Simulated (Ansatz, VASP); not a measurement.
# ZrB2: VASP beside Ansatz

```
CELL_PARAMETERS angstrom
3.10120 0.00000 0.00000
-1.55060 2.68572 0.00000
0.00000 0.00000 3.43080
ATOMIC_POSITIONS crystal
Zr 0.00000 0.00000 0.00000
B 0.33333 0.66667 0.50000
B 0.66667 0.33333 0.50000
```

Alike in both runs: task single point; functional LDA; k mesh 15 × 15 × 12; occupations gaussian, width 0.15 eV; no spin polarisation.

|  | VASP | Ansatz |
| --- | --- | --- |
| version | VASP 6.6.1 | Ansatz 0.2.0 |
| potentials or method | VASP PAW LDA potentials, release 64 (Zr_sv, B), cutoff 520 eV | scalar-relativistic, plane waves, PAW |
| valence electrons in the cell | 18 | 18 |

```csv
,VASP,Ansatz,Ansatz less VASP
gap on the k mesh at the Fermi level (eV),none,none,-
pressure (GPa),10.9,10.3,-0.60
"traceless stress, the component that is largest in VASP (GPa)",1.28,1.23,-0.048
```

LDA's correlation is that of Perdew and Zunger in VASP and of Perdew and Wang (1992) in Ansatz. A gap of «none» marks a metal or a gap that the smearing closes.
